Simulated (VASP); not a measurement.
# Ca (C2/m) in VASP: single point with PBE

Aim: the single point of Ca with PBE.

Program: VASP 6.6.1. These are calculated values, not measurements. Logs are shortened: lines on timing, memory, paths and dates and some standing lists are left out, and cuts for length are marked.

## 1. The cell of the first run

Symmetry: C2/m, No. 12, monoclinic system. The conventional cell has a = 6.886 Å, b = 3.911 Å, c = 6.656 Å, α = 90.00°, β = 90.86°, γ = 90.00°. Within 5.1 Å of Ca (site symmetry m) lie 12 Ca at 3.86 to 4.22 Å.

## 2. Single point, PBE (strained and its atoms moved)

Input file INCAR:

```
SYSTEM = Ca
PREC = Accurate
ENCUT = 520
EDIFF = 1E-6
ISMEAR = 0
SIGMA = 0.1
LREAL = .FALSE.
LASPH = .TRUE.
NELM = 100
ALGO = Normal
ISIF = 2
LWAVE = .FALSE.
LCHARG = .FALSE.
GGA = PE
NBANDS = 17
```

Input file KPOINTS:

```
Automatic mesh
0
G
  12 12 6
  0 0 0
```

Input file POSCAR:

```
Ca
1.0
    3.9594627231      0.0277007967      0.0262281968
   -1.9557417679      3.3874327884      0.0000181360
    0.0429668000      0.0248412000      6.6557464000
Ca
2
Direct
    0.3275832089      0.6637916045      0.2349668286
    0.6724167911      0.3362083955      0.7650331714
```

Potentials or basis: VASP PAW PBE potentials, release 64 (Ca_sv).

Run with:

```bash
cat potpaw_PBE.64/Ca_sv/POTCAR > POTCAR
mpirun -np 1 vasp_std > vasp.out
```

OUTCAR:

```text
SYSTEM = Ca
   PREC = Accurate
   ENCUT = 520
   EDIFF = 1E-6
   ISMEAR = 0
   LREAL = .FALSE.
   LASPH = .TRUE.
   NELM = 100
   ISIF = 2
   GGA = PE

 ion  position               nearest neighbor table
   1  0.328  0.664  0.235-
   2  0.672  0.336  0.765-

  LATTYP: Found a base centered monoclinic cell.
 ALAT       =     6.8858856902
 B/A-ratio  =     0.5680422110
 C/A-ratio  =     0.9666049863
 COS(beta)  =    -0.0150768126

  Lattice vectors:

 A1 = (  -3.9594627231,  -0.0277007967,  -0.0262281968)
 A2 = (  -2.0037209552,  -3.4151335851,  -0.0262463328)
 A3 = (   0.0429668000,   0.0248412000,   6.6557464000)

Analysis of symmetry for initial positions (statically):
=====================================================================
 Subroutine PRICEL returns:
 Original cell was already a primitive cell.

 Routine SETGRP: Setting up the symmetry group for a
 base centered monoclinic supercell.

 Subroutine GETGRP returns: Found  4 space group operations
 (whereof  4 operations were pure point group operations)
 out of a pool of  4 trial point group operations.

The static configuration has the point symmetry C_2h.

Analysis of symmetry for dynamics (positions and initial velocities):
=====================================================================
 Subroutine PRICEL returns:
 Original cell was already a primitive cell.

 Routine SETGRP: Setting up the symmetry group for a
 base centered monoclinic supercell.

 Subroutine GETGRP returns: Found  4 space group operations
 (whereof  4 operations were pure point group operations)
 out of a pool of  4 trial point group operations.

The dynamic configuration has the point symmetry C_2h.

 Subroutine INISYM returns: Found  4 space group operations
 (whereof  4 operations are pure point group operations),
 and found     1 'primitive' translations

----------------------------------------------------------------------------------------

                                     Primitive cell

  volume of cell :      89.6251

  direct lattice vectors                    reciprocal lattice vectors
     3.959462723  0.027700797  0.026228197     0.251557771  0.145237444 -0.002166024
    -1.955741768  3.387432788  0.000018136    -0.002049849  0.294025330 -0.001084156
     0.042966800  0.024841200  6.655746400    -0.000991304 -0.000573136  0.150254648

  length of vectors
     3.959646488  3.911473732  6.655931443     0.290482218  0.294034474  0.150259011

  position of ions in fractional coordinates (direct lattice)
     0.327583209  0.663791604  0.234966829
     0.672416791  0.336208396  0.765033171

  ion indices of the primitive-cell ions
   primitive index   ion index
                 1           1
                 2           2

----------------------------------------------------------------------------------------

 KPOINTS: Automatic mesh

Automatic generation of k-mesh.
 Grid dimensions read from file:
 generate k-points for:   12   12    6

 Generating k-lattice:

  Cartesian coordinates                     Fractional coordinates (reciprocal lattice)
     0.020963148  0.012103120 -0.000180502     0.083333333 -0.000000000  0.000000000
    -0.000170821  0.024502111 -0.000090346     0.000000000  0.083333333  0.000000000
    -0.000165217 -0.000095523  0.025042441    -0.000000000  0.000000000  0.166666667

  Length of vectors
     0.024206852  0.024502873  0.025043168

  Shift w.r.t. Gamma in fractional coordinates (k-lattice)
     0.000000000  0.000000000  0.000000000

 Subroutine IBZKPT returns following result:
 ===========================================

 Found    242 irreducible k-points:

 Following reciprocal coordinates:
            Coordinates               Weight
  0.000000  0.000000  0.000000      1.000000
  0.083333  0.000000  0.000000      2.000000
  0.166667  0.000000  0.000000      2.000000
  0.250000  0.000000  0.000000      2.000000
  0.333333  0.000000  0.000000      2.000000
  0.416667  0.000000  0.000000      2.000000
[... 16 lines left out ...]
  0.166667  0.250000  0.000000      4.000000
  0.250000  0.250000  0.000000      4.000000
 [... further k-points ...]
   k-points           NKPTS =    242   k-points in BZ     NKDIM =    242   number of bands    NBANDS=     17
   number of dos      NEDOS =    301   number of ions     NIONS =      2
   total plane-waves  NPLWV =  45000
   dimension x,y,z NGX =    30 NGY =   30 NGZ =   50
   dimension x,y,z NGXF=    60 NGYF=   60 NGZF=  100
   ions per type =               2
   NGX,Y,Z   is equivalent  to a cutoff of  12.60, 12.75, 12.49 a.u.
   NGXF,Y,Z  is equivalent  to a cutoff of  25.19, 25.50, 24.98 a.u.
 SYSTEM =  Ca
   PREC   = accura    normal or accurate (medium, high low for compatibility)
   ISTART =      0    job   : 0-new  1-cont  2-samecut
   ICHARG =      2    charge: 1-file 2-atom 10-const
   ISPIN  =      1    spin polarized calculation?
   LNONCOLLINEAR =      F non collinear calculations
   LSORBIT =      F    spin-orbit coupling
   LASPH  =      T    aspherical Exc in radial PAW
   ENCUT  =  520.0 eV  38.22 Ry    6.18 a.u.   7.36  7.27 12.38*2*pi/ulx,y,z
   NELM   =    100;   NELMIN=  2; NELMDL= -5     # of ELM steps
   EDIFF  = 0.1E-05   stopping-criterion for ELM
   LREAL  =      F    real-space projection
[... 7 lines left out ...]
   TEBEG  =    0.0;   TEEND  =   0.0 temperature during run
   PSTRESS=    0.0 pullay stress
   NELECT =      20.0000    total number of electrons
   NUPDOWN=      -1.0000    fix difference up-down
   EMIN   =  10.00;   EMAX   =-10.00  energy-range for DOS
   EFERMI =   0.00;   METHOD = LEGACY
   ISMEAR =     0;   SIGMA  =   0.10  broadening in eV -4-tet -1-fermi 0-gaus
   EFERMI_NEDOS =   21; number of points for ismear=-14 and -15
   IALGO  =     38    algorithm
   IMIX   =      4    mixing-type and parameters
     AMIX     =   0.40;   BMIX     =  1.00
     AMIX_MAG =   1.60;   BMIX_MAG =  1.00
  volume/ion in A,a.u.               =      44.81       302.41
  Fermi-wavevector in a.u.,A,eV,Ry     =   0.992982  1.876465 13.415538  0.986014
  Thomas-Fermi vector in A             =   2.124832
   LORBIT       =      0    0 simple, 1 ext, 2 COOP (PROOUT), +10 PAW based schemes
   GGA     = PE    functional components
   LHFCALC =     F    Hartree Fock is set to
   AEXX    =    0.0000 exact exchange contribution
   IVDW    =     0    specifies the selected vdW correction
   LEPSILON=     F    determine dielectric tensor
   LRPA    =     F    only Hartree local field effects (RPA)
 non-spin polarized calculation
 Gauss-broadening in eV      SIGMA  =   0.10
  energy-cutoff  :      520.00
  volume of cell :       89.63
 maximum number of plane-waves:      2441
 NGX is ok and might be reduce to    30
   NGX = 15   NGY = 15   NGZ = 25

 number of electron      20.0000004 magnetization

 Free energy of the ion-electron system (eV)
  ---------------------------------------------------
  ext. energy  EPLUGINS =         0.00000000
  ---------------------------------------------------
  free energy    TOTEN  =        -3.81598151 eV

  energy without entropy =       -3.80461462  energy(sigma->0) =       -3.81029807

 E-fermi :   1.7867     XC(G=0):  -7.5447

 val. band max:        1.7753621330   @ k =   0.5000   0.0833   0.3333
 cond. band min:       1.7882210174   @ k =   0.5000   0.2500   0.1667
 fundamental gap:      0.0128588844
 Fermi energy:         1.7866961627

 k-point     1 :       0.0000    0.0000    0.0000
  band No.  band energies     occupation
      1     -40.4100      2.00000
      2     -40.3998      2.00000
      3     -21.4386      2.00000
      4     -21.3477      2.00000
      5     -21.3472      2.00000
      6     -21.3327      2.00000
[... 9 lines left out ...]
     16       4.2808      0.00000
     17       4.7424      0.00000

 k-point     2 :       0.0833    0.0000    0.0000
  band No.  band energies     occupation
      1     -40.4093      2.00000
      2     -40.3995      2.00000
      3     -21.4363      2.00000
      4     -21.3542      2.00000
      5     -21.3490      2.00000
      6     -21.3388      2.00000
[... 9 lines left out ...]
     16       4.3447      0.00000
     17       4.5908      0.00000

 k-point     3 :       0.1667    0.0000    0.0000
  band No.  band energies     occupation
      1     -40.4075      2.00000
      2     -40.3986      2.00000
      3     -21.4297      2.00000
      4     -21.3712      2.00000
      5     -21.3554      2.00000
      6     -21.3539      2.00000
[... 9 lines left out ...]
     16       4.3187      0.00000
     17       4.4784      0.00000

 k-point     4 :       0.2500    0.0000    0.0000
  band No.  band energies     occupation
      1     -40.4050      2.00000
      2     -40.3974      2.00000
      3     -21.4207      2.00000
      4     -21.3942      2.00000
      5     -21.3769      2.00000
      6     -21.3604      2.00000
[... 9 lines left out ...]
     16       4.4773      0.00000
     17       4.6943      0.00000
[... 343 lines left out ...]
      1     -40.4029      2.00000
      2     -40.3964      2.00000
      3     -21.4165      2.00000
      4     -21.4066      2.00000
      5     -21.3904      2.00000
      6     -21.3674      2.00000
[... 9 lines left out ...]
     16       4.5677      0.00000
     17       4.9236      0.00000

 k-point    23 :       0.1667    0.2500    0.0000
  band No.  band energies     occupation
      1     -40.4008      2.00000
      2     -40.3958      2.00000
      3     -21.4188      2.00000
      4     -21.4109      2.00000
      5     -21.3968      2.00000
      6     -21.3744      2.00000
[... 9 lines left out ...]
     16       4.7059      0.00000
     17       5.1704      0.00000

 k-point    24 :       0.2500    0.2500    0.0000
  band No.  band energies     occupation
      1     -40.3988      2.00000
      2     -40.3954      2.00000
      3     -21.4225      2.00000
      4     -21.4153      2.00000
      5     -21.3969      2.00000
      6     -21.3780      2.00000
[... 9 lines left out ...]
     16       4.9060      0.00000
     17       5.2681      0.00000

 [... further k-points ...]

------------------------ aborting loop because EDIFF is reached ----------------------------------------

  FORCE on cell =-STRESS in cart. coord.  units (eV):
  Direction    XX          YY          ZZ          XY          YZ          ZX
  --------------------------------------------------------------------------------------
  -------------------------------------------------------------------------------------
  Total       -0.3239903     -0.2506997     -0.6760371     -0.0634703     -0.0261685     -0.0453174
  in kB       -5.7917905     -4.4816173    -12.0851318     -1.1346218     -0.4677997     -0.8101136
  external PRESSURE =      -7.4528465 kB  Pullay stress =       0.0000000 kB

 VOLUME and BASIS-vectors are now :
 -----------------------------------------------------------------------------
  energy-cutoff  :      520.00
  volume of cell :       89.63
      direct lattice vectors                 reciprocal lattice vectors
     3.959462723  0.027700797  0.026228197     0.251557771  0.145237444 -0.002166024
    -1.955741768  3.387432788  0.000018136    -0.002049849  0.294025330 -0.001084156
     0.042966800  0.024841200  6.655746400    -0.000991304 -0.000573136  0.150254648

 POSITION                                       TOTAL-FORCE (eV/Angst)
 -----------------------------------------------------------------------------------
      0.00894      2.26346      1.57248        -0.004532     -0.002615      0.249532
      2.03774      1.17651      5.10951         0.004532      0.002615     -0.249532
 -----------------------------------------------------------------------------------
    total drift:                               -0.000000      0.000000     -0.000000

  FREE ENERGIE OF THE ION-ELECTRON SYSTEM (eV)
  ---------------------------------------------------
  free  energy   TOTEN  =        -3.8159815091 eV

  energy  without entropy=       -3.8046146243  energy(sigma->0) =       -3.81029807
```

It took 2.4 min on 1 thread of AMD EPYC 9R45 (Zen 5), shared host; peak memory 0.4 GiB.

Results:

```yaml
Free_energy: -3.8160 eV
Pressure: -0.7 GPa
Largest_force: 0.250 eV/Å
Band_gap_on_the_k_mesh: zero (bands 10 and 11 overlap by 0.64 eV)
```

Forces on the atoms (eV/Å):
```
Ca  -0.005 -0.003  0.250
Ca   0.005  0.003 -0.250
```

Caveat: the cell differs from its parent crystal (strained and its atoms moved).
